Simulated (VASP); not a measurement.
# SnSe2 (P-3m1) in VASP: notebook

Runs on SnSe2. Level: PBE+D3(BJ). Tasks: single point.

All numbers are computed with VASP 6.6.1; they aren't measurements. Logs are shortened: lines on timing, memory, paths and dates and some standing lists are left out, and cuts for length are marked.

## 1. The cell of the first run

Symmetry: P-3m1, No. 164, trigonal system. Conventional cell: a = 3.815 Å, b = 3.815 Å, c = 6.740 Å, α = 90.00°, β = 90.00°, γ = 120.00°. Within 3.9 Å of Sn (site symmetry -3m) lie 6 Se at 2.84 Å and 6 Sn at 3.81 Å. Within 3.9 Å of Se (site symmetry 3m) lie 3 Sn at 2.84 Å and 9 Se at 3.81 to 3.86 Å.

## 2. Single point, PBE+D3(BJ) (28.31 Å³/atom)

Input file INCAR:

```
PREC = Accurate
ENCUT = 500
EDIFF = 1E-6
ISMEAR = 0
SIGMA = 0.03
LREAL = F
LASPH = T
NELM = 120
ALGO = Normal
ISIF = 2
LWAVE = F
LCHARG = F
GGA = PE
IVDW = 12
NBANDS = 20
GGA_COMPAT = F
```

Input file KPOINTS:

```
regular mesh
0
Gamma
  12 12 6
```

Input file POSCAR:

```
SnSe2
1.0
    3.8146064078      0.0000000000      0.0000000000
   -1.9073032039      3.3035460546      0.0000000000
    0.0000000000      0.0000000000      6.7400280619
Sn Se
1 2
Direct
    0.0000000000      0.0000000000      0.0000000000
    0.3333333333      0.6666666667      0.2651331237
    0.6666666667      0.3333333333      0.7348668763
```

Potentials or basis: VASP PAW PBE potentials, release 64 (Sn_d, Se).

The run is started by

```console
$ cat potpaw_PBE.64/Sn_d/POTCAR potpaw_PBE.64/Se/POTCAR > POTCAR
$ mpirun -np 1 vasp_std > vasp.out
```

OUTCAR:

```text
PREC = Accurate
   ENCUT = 500
   EDIFF = 1E-6
   ISMEAR = 0
   LREAL = F
   LASPH = T
   NELM = 120
   ISIF = 2
   GGA = PE
   IVDW = 12
 IVDW          = 12

 ion  position               nearest neighbor table
   1  0.000  0.000  0.000-   2 2.84   3 2.84   3 2.84   2 2.84   3 2.84   2 2.84
   2  0.333  0.667  0.265-   1 2.84   1 2.84   1 2.84
   3  0.667  0.333  0.735-   1 2.84   1 2.84   1 2.84

  LATTYP: Found a hexagonal cell.
 ALAT       =     3.8146064078
 C/A-ratio  =     1.7669000000

  Lattice vectors:

 A1 = (   3.8146064078,   0.0000000000,   0.0000000000)
 A2 = (  -1.9073032039,   3.3035460546,   0.0000000000)
 A3 = (   0.0000000000,   0.0000000000,   6.7400280619)

Analysis of symmetry for initial positions (statically):
=====================================================================
 Subroutine PRICEL returns:
 Original cell was already a primitive cell.

 Routine SETGRP: Setting up the symmetry group for a
 hexagonal supercell.

 Subroutine GETGRP returns: Found 12 space group operations
 (whereof 12 operations were pure point group operations)
 out of a pool of 24 trial point group operations.

The static configuration has the point symmetry D_3d.

Analysis of symmetry for dynamics (positions and initial velocities):
=====================================================================
 Subroutine PRICEL returns:
 Original cell was already a primitive cell.

 Routine SETGRP: Setting up the symmetry group for a
 hexagonal supercell.

 Subroutine GETGRP returns: Found 12 space group operations
 (whereof 12 operations were pure point group operations)
 out of a pool of 24 trial point group operations.

The dynamic configuration has the point symmetry D_3d.

 Subroutine INISYM returns: Found 12 space group operations
 (whereof 12 operations are pure point group operations),
 and found     1 'primitive' translations

----------------------------------------------------------------------------------------

                                     Primitive cell

  volume of cell :      84.9360

  direct lattice vectors                    reciprocal lattice vectors
     3.814606408  0.000000000  0.000000000     0.262150244  0.151352514  0.000000000
    -1.907303204  3.303546055  0.000000000     0.000000000  0.302705028  0.000000000
     0.000000000  0.000000000  6.740028062     0.000000000  0.000000000  0.148367335

  length of vectors
     3.814606408  3.814606408  6.740028062     0.302705028  0.302705028  0.148367335

  position of ions in fractional coordinates (direct lattice)
     0.000000000  0.000000000  0.000000000
     0.333333333  0.666666667  0.265133124
     0.666666667  0.333333333  0.734866876

  ion indices of the primitive-cell ions
   primitive index   ion index
                 1           1
                 2           2
                 3           3

----------------------------------------------------------------------------------------

 KPOINTS: regular mesh

Automatic generation of k-mesh.
 Grid dimensions read from file:
 generate k-points for:   12   12    6

 Generating k-lattice:

  Cartesian coordinates                     Fractional coordinates (reciprocal lattice)
     0.021845854  0.012612709  0.000000000     0.083333333  0.000000000  0.000000000
     0.000000000  0.025225419  0.000000000     0.000000000  0.083333333  0.000000000
     0.000000000  0.000000000  0.024727889     0.000000000  0.000000000  0.166666667

  Length of vectors
     0.025225419  0.025225419  0.024727889

  Shift w.r.t. Gamma in fractional coordinates (k-lattice)
     0.000000000  0.000000000  0.000000000

 Subroutine IBZKPT returns following result:
 ===========================================

 Found    100 irreducible k-points:

 Following reciprocal coordinates:
            Coordinates               Weight
  0.000000  0.000000  0.000000      1.000000
  0.083333  0.000000  0.000000      6.000000
  0.166667  0.000000  0.000000      6.000000
  0.250000  0.000000  0.000000      6.000000
  0.333333  0.000000  0.000000      6.000000
  0.416667  0.000000  0.000000      6.000000
[... 16 lines left out ...]
  0.166667  0.000000  0.166667      6.000000
  0.000000  0.166667  0.166667      6.000000
 [... further k-points ...]
   k-points           NKPTS =    100   k-points in BZ     NKDIM =    100   number of bands    NBANDS=     20
   number of dos      NEDOS =    301   number of ions     NIONS =      3
   total plane-waves  NPLWV =  39200
   dimension x,y,z NGX =    28 NGY =   28 NGZ =   50
   dimension x,y,z NGXF=    56 NGYF=   56 NGZF=  100
   ions per type =               1   2
   NGX,Y,Z   is equivalent  to a cutoff of  12.20, 12.20, 12.33 a.u.
   NGXF,Y,Z  is equivalent  to a cutoff of  24.41, 24.41, 24.67 a.u.
 SYSTEM =  unknown system
   PREC   = accura    normal or accurate (medium, high low for compatibility)
   ISTART =      0    job   : 0-new  1-cont  2-samecut
   ICHARG =      2    charge: 1-file 2-atom 10-const
   ISPIN  =      1    spin polarized calculation?
   LNONCOLLINEAR =      F non collinear calculations
   LSORBIT =      F    spin-orbit coupling
   LASPH  =      T    aspherical Exc in radial PAW
   ENCUT  =  500.0 eV  36.75 Ry    6.06 a.u.   6.95  6.95 12.29*2*pi/ulx,y,z
   NELM   =    120;   NELMIN=  2; NELMDL= -5     # of ELM steps
   EDIFF  = 0.1E-05   stopping-criterion for ELM
   LREAL  =      F    real-space projection
   EDIFFG = 0.1E-04   stopping-criterion for IOM
   NSW    =      0    number of steps for IOM
   IBRION =     -1    ionic relax: 0-MD 1-quasi-New 2-CG
   NFREE  =      0    steps in history (QN), initial steepest desc. (CG)
   ISIF   =      2    stress and relaxation
   ISYM   =      2    0-nonsym 1-usesym 2-fastsym
   POTIM  = 0.5000    time-step for ionic-motion
   TEBEG  =    0.0;   TEEND  =   0.0 temperature during run
   PSTRESS=    0.0 pullay stress
   NELECT =      26.0000    total number of electrons
   NUPDOWN=      -1.0000    fix difference up-down
   EMIN   =  10.00;   EMAX   =-10.00  energy-range for DOS
   EFERMI =   0.00;   METHOD = LEGACY
   ISMEAR =     0;   SIGMA  =   0.03  broadening in eV -4-tet -1-fermi 0-gaus
   EFERMI_NEDOS =   21; number of points for ismear=-14 and -15
   IALGO  =     38    algorithm
   IMIX   =      4    mixing-type and parameters
     AMIX     =   0.40;   BMIX     =  1.00
     AMIX_MAG =   1.60;   BMIX_MAG =  1.00
  volume/ion in A,a.u.               =      28.31       191.06
  Fermi-wavevector in a.u.,A,eV,Ry     =   1.103321  2.084975 16.562616  1.217318
  Thomas-Fermi vector in A             =   2.239778
   LORBIT       =      0    0 simple, 1 ext, 2 COOP (PROOUT), +10 PAW based schemes
   GGA     = PE    functional components
   LHFCALC =     F    Hartree Fock is set to
   AEXX    =    0.0000 exact exchange contribution
   IVDW    =    12    specifies the selected vdW correction
   LEPSILON=     F    determine dielectric tensor
   LRPA    =     F    only Hartree local field effects (RPA)
 non-spin polarized calculation
 Gauss-broadening in eV      SIGMA  =   0.03
  energy-cutoff  :      500.00
  volume of cell :       84.94
 maximum number of plane-waves:      2178
   NGX = 13   NGY = 13   NGZ = 25

 number of electron      26.0000007 magnetization

 Free energy of the ion-electron system (eV)
  ---------------------------------------------------
  ext. energy  EPLUGINS =         0.00000000
  ---------------------------------------------------
  free energy    TOTEN  =       -11.60268086 eV

  energy without entropy =      -11.60216097  energy(sigma->0) =      -11.60242091

 E-fermi :   3.4981     XC(G=0):  -9.1121

 val. band max:        3.4812323691   @ k =   0.1667   0.0000   0.1667
 cond. band min:       3.5028652345   @ k =   0.0000   0.0000   0.5000
 fundamental gap:      0.0216328654
 Fermi energy:         3.4981283059

 k-point     1 :       0.0000    0.0000    0.0000
  band No.  band energies     occupation
      1     -17.9405      2.00000
      2     -17.9405      2.00000
      3     -17.8885      2.00000
      4     -17.8804      2.00000
      5     -17.8804      2.00000
      6      -9.9142      2.00000
[... 12 lines left out ...]
     19      12.1631      0.00000
     20      12.5040      0.00000

 k-point     2 :       0.0833    0.0000    0.0000
  band No.  band energies     occupation
      1     -17.9414      2.00000
      2     -17.9375      2.00000
      3     -17.8868      2.00000
      4     -17.8827      2.00000
      5     -17.8808      2.00000
      6      -9.8527      2.00000
[... 12 lines left out ...]
     19      11.6851      0.00000
     20      12.4308      0.00000

 k-point     3 :       0.1667    0.0000    0.0000
  band No.  band energies     occupation
      1     -17.9446      2.00000
      2     -17.9294      2.00000
      3     -17.8889      2.00000
      4     -17.8819      2.00000
      5     -17.8819      2.00000
      6      -9.6741      2.00000
[... 12 lines left out ...]
     19      11.5407      0.00000
     20      12.4264      0.00000

 k-point     4 :       0.2500    0.0000    0.0000
  band No.  band energies     occupation
      1     -17.9497      2.00000
      2     -17.9184      2.00000
      3     -17.8968      2.00000
      4     -17.8831      2.00000
      5     -17.8748      2.00000
      6      -9.3974      2.00000
[... 12 lines left out ...]
     19      11.9730      0.00000
     20      12.3850      0.00000

 k-point     5 :       0.3333    0.0000    0.0000
  band No.  band energies     occupation
      1     -17.9558      2.00000
      2     -17.9080      2.00000
      3     -17.9041      2.00000
      4     -17.8839      2.00000
      5     -17.8675      2.00000
      6      -9.0624      2.00000
[... 12 lines left out ...]
     19      12.1352      0.00000
     20      13.0329      0.00000
[... 353 lines left out ...]
      6      -9.8165      2.00000
[... 12 lines left out ...]
     19      11.5402      0.00000
     20      12.5916      0.00000

 k-point    22 :       0.0000    0.0833    0.1667
  band No.  band energies     occupation
      1     -17.9414      2.00000
      2     -17.9375      2.00000
      3     -17.8868      2.00000
      4     -17.8827      2.00000
      5     -17.8808      2.00000
      6      -9.8166      2.00000
[... 12 lines left out ...]
     19      11.5719      0.00000
     20      12.3877      0.00000

 k-point    23 :       0.1667    0.0000    0.1667
  band No.  band energies     occupation
      1     -17.9446      2.00000
      2     -17.9294      2.00000
      3     -17.8889      2.00000
      4     -17.8819      2.00000
      5     -17.8818      2.00000
      6      -9.6389      2.00000
[... 12 lines left out ...]
     19      11.8002      0.00000
     20      12.0091      0.00000

 k-point    24 :       0.0000    0.1667    0.1667
  band No.  band energies     occupation
      1     -17.9445      2.00000
      2     -17.9294      2.00000
      3     -17.8889      2.00000
      4     -17.8819      2.00000
      5     -17.8819      2.00000
      6      -9.6390      2.00000
[... 12 lines left out ...]
     19      11.3036      0.00000
     20      12.0748      0.00000

 [... further k-points ...]

------------------------ aborting loop because EDIFF is reached ----------------------------------------

 Edisp (eV)   -0.98180

 E8    (eV) :    -0.4298

  FORCE on cell =-STRESS in cart. coord.  units (eV):
  Direction    XX          YY          ZZ          XY          YZ          ZX
  --------------------------------------------------------------------------------------
  -------------------------------------------------------------------------------------
  Total      -1.33801    -1.33801    -5.54195     0.00000     0.00000    -0.00000
  in kB     -25.23937   -25.23937  -104.53974     0.00000     0.00000    -0.00000
  external pressure =      -51.67 kB  Pullay stress =        0.00 kB

 VOLUME and BASIS-vectors are now :
 -----------------------------------------------------------------------------
  energy-cutoff  :      500.00
  volume of cell :       84.94
      direct lattice vectors                 reciprocal lattice vectors
     3.814606408  0.000000000  0.000000000     0.262150244  0.151352514  0.000000000
    -1.907303204  3.303546055  0.000000000     0.000000000  0.302705028  0.000000000
     0.000000000  0.000000000  6.740028062     0.000000000  0.000000000  0.148367335

 POSITION                                       TOTAL-FORCE (eV/Angst)
 -----------------------------------------------------------------------------------
      0.00000      0.00000      0.00000        -0.000000      0.000000     -0.000000
     -0.00000      2.20236      1.78700         0.000000     -0.000000     -1.312888
      1.90730      1.10118      4.95302        -0.000000      0.000000      1.312888
 -----------------------------------------------------------------------------------
    total drift:                               -0.000000      0.000000      0.000000

  FREE ENERGIE OF THE ION-ELECTRON SYSTEM (eV)
  ---------------------------------------------------
  free  energy   TOTEN  =       -12.5844805587 eV

  energy  without entropy=      -12.5839606656  energy(sigma->0) =      -12.58422061
```

It took 69 s on 1 thread of AMD EPYC 9R45 (Zen 5), shared host; peak memory 0.27 GiB.

What came out:

| Property | Result |
| --- | --- |
| Free energy | -12.5845 eV |
| Pressure | -5.2 GPa |
| Largest force | 1.313 eV/Å |
| Band gap on the k mesh | zero (bands 13 and 14 overlap by 0.14 eV) |
| Dispersion energy per atom | -0.327 eV |

Forces on the atoms (eV/Å):
```
Sn   0.000  0.000  0.000
Se   0.000  0.000 -1.313
Se   0.000  0.000  1.313
```

Stress tensor (GPa, compression positive):
```
 -2.52   0.00   0.00
  0.00  -2.52   0.00
  0.00   0.00 -10.45
```

Caveat: the stress differs along the axes, from -10 to -3 GPa; semilocal functionals underestimate gaps, and a narrow one can read as zero; spin-orbit coupling is left out, which moves the levels of the heavy elements; forces of over 1 eV/Å act on the atoms, so gaps and moduli don't describe the material at rest.

## 3. Single point, PBE+D3(BJ) (29.68 Å³/atom)

This run uses another cell than the first one, of 29.68 Å³/atom.

Input file INCAR:

```
SYSTEM = SnSe2
ALGO = Normal
EDIFF = 1E-6
ENCUT = 500
GGA = PE
GGA_COMPAT = .FALSE.
ISIF = 2
ISMEAR = 0
IVDW = 12
LASPH = .TRUE.
LCHARG = .FALSE.
LREAL = .FALSE.
LWAVE = .FALSE.
NBANDS = 20
NELM = 120
PREC = Accurate
SIGMA = 0.03
```

Input file KPOINTS:

```
k-points
0
G
  12 12 6
  0 0 0
```

Input file POSCAR:

```
SnSe2
1.0
    4.2870818412      0.0000000000      0.0000000000
   -2.1435409206      3.7127217825      0.0000000000
    0.0000000000      0.0000000000      5.5933556782
Sn Se
1 2
Direct
    0.0000000000      0.0000000000      0.0000000000
    0.3333333333      0.6666666667      0.2651331237
    0.6666666667      0.3333333333      0.7348668763
```

Potentials or basis: VASP PAW PBE potentials, release 64 (Sn_d, Se).

The run is started by

```console
$ cat potpaw_PBE.64/Sn_d/POTCAR potpaw_PBE.64/Se/POTCAR > POTCAR
$ mpirun -np 1 vasp_std > vasp.out
```

Run time: 77 s. Hardware: 1 thread of AMD EPYC 9R45 (Zen 5), shared host; peak memory 0.29 GiB.

Results (log left out):

* Free energy: -12.3719 eV
* Pressure: -6.8 GPa
* Largest force: 0.074 eV/Å
* Band gap on the k mesh: zero (bands 13 and 14 overlap by 0.21 eV)
* Dispersion energy per atom: -0.312 eV

Forces on the atoms (eV/Å):
```
Sn   0.000  0.000  0.000
Se   0.000  0.000 -0.074
Se   0.000  0.000  0.074
```

Stress tensor (GPa, compression positive):
```
-8.63  0.00  0.00
 0.00 -8.63  0.00
 0.00  0.00 -3.15
```

Levels at points of the mesh, in eV from the Fermi level:
```csv
k point,band 9,band 10,band 11,band 12,band 13,band 14,band 15,band 16,band 17,band 18
"(0.00, 0.00, 0.00)",-1.43,-1.43,-1.41,-1.41,-0.89,0.15,1.80,3.52,3.52,7.69
"(0.50, 0.00, 0.00)",-3.49,-3.08,-2.68,-1.44,-0.62,0.49,2.83,4.23,4.97,6.37
"(0.00, 0.00, 0.50)",-1.77,-1.63,-1.63,-1.03,-1.03,0.80,1.57,2.92,2.92,6.97
"(0.50, 0.00, 0.50)",-4.43,-2.67,-1.59,-1.45,-1.41,0.73,3.52,4.79,5.26,6.65
```

Caveat: the stress differs along the axes, from -9 to -3 GPa; semilocal functionals underestimate gaps, and a narrow one can read as zero; spin-orbit coupling is left out, which moves the levels of the heavy elements.

(Part 1 of 2 ends here.)

The gap in the log of VASP goes by the Fermi energy; the results here count the filled bands.